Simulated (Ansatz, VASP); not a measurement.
## Ni in VASP and in Ansatz

Contents of POSCAR:

```
Ni
1.0
    2.3052625428      0.0000000000      0.0000000000
    0.0000000000      2.3052625428      0.0000000000
    0.0000000000      0.0000000000      2.3052625428
Ni
1
Direct
    0.0000000000      0.0000000000      0.0000000000
```

The input INCAR.step1:

```
PREC     = Accurate       # precision mode
ENCUT    = 660            # plane-wave cutoff, eV
ISMEAR   = -1             # smearing method
SIGMA    = 0.1            # smearing width, eV
LREAL    = False          # projectors in reciprocal space
LASPH    = True           # aspherical terms in the spheres
NELM     = 200            # most SCF steps
ISPIN    = 2              # spin polarisation
MAGMOM   = 0.884          # initial moments
LMAXMIX  = 4              # l up to which the mixer works
NBANDS   = 15             # bands
GGA      = PE             # functional
ALGO     = Normal         # electronic algorithm
EDIFF    = 1E-5           # SCF threshold, eV
LWAVE    = True           # write WAVECAR
LCHARG   = False          # write CHGCAR
GGA_COMPAT= False
```

File INCAR.step2:

```
PREC     = Accurate       # precision mode
ENCUT    = 660            # plane-wave cutoff, eV
EDIFF    = 1E-6           # SCF threshold, eV
ISMEAR   = -1             # smearing method
SIGMA    = 0.1            # smearing width, eV
LREAL    = False          # projectors in reciprocal space
LASPH    = True           # aspherical terms in the spheres
NELM     = 200            # most SCF steps
ALGO     = Normal         # electronic algorithm
ISIF     = 2              # what is computed and relaxed
LWAVE    = False          # write WAVECAR
LCHARG   = False          # write CHGCAR
ISPIN    = 2              # spin polarisation
MAGMOM   = 0.884          # initial moments
LORBIT   = 11             # projections on sites
LMAXMIX  = 4              # l up to which the mixer works
METAGGA  = R2SCAN         # meta-GGA
LMIXTAU  = True         
NBANDS   = 15             # bands
ISTART   = 1            
GGA_COMPAT= False
```

The input KPOINTS:

```
Automatic mesh
0
Gamma
  7 7 7
```

Input for Ansatz:

```yaml
crystal:
  lattice:
    - [2.3052625428, 0.0, 0.0]
    - [0.0, 2.3052625428, 0.0]
    - [0.0, 0.0, 2.3052625428]
  atoms:
    - { symbol: Ni, position: [0.0, 0.0, 0.0], spin: 0.884 }
hamiltonian:
  xc: r2scan
  pseudopotentials:
    kind: paw
    azcp:
      Ni: "pseudopotentials/Ni.paw.azcp"
basis:
  ecutwfc: 500
  fft_grid_basis: typed
kpoints:
  mp_grid: { grid: [7, 7, 7], shift: [0, 0, 0] }
magnetization:
  spin_polarized: true
scf:
  occupations: { method: fermi_dirac, width: 0.1 }
```

Alike in both runs: task single point; functional r2SCAN; k mesh 7 × 7 × 7; occupations fermi-dirac, width 0.1 eV; collinear spin.

```csv
,VASP,Ansatz
version,VASP 6.6.1,Ansatz 0.2.0
potentials or method,"VASP PAW PBE potentials, release 64 (Ni), cutoff 660 eV","plane waves (500 eV) with PAW, scalar-relativistic"
valence electrons in the cell,10,18
```

VASP gave:

- net moment per atom (μB): 0.00
- size of the moment on the site where the two differ most (μB): 0.00

Q: What did Ansatz give for the same quantities?

A: net moment per atom (μB): 0.85; size of the moment on the site where the two differ most (μB): 0.88.

The net moments are unlike, so the other rows may belong to different states. VASP's potentials were made for PBE, not for r2SCAN. Site moments also hang on the region over which each program counts them. VASP's potentials hold 10 valence electrons a cell and Ansatz's 18, so a difference there can come from the potentials and not from the codes. Ansatz's warnings: stability check not made.

The k mesh is coarse, so the values compare programs but aren't converged.
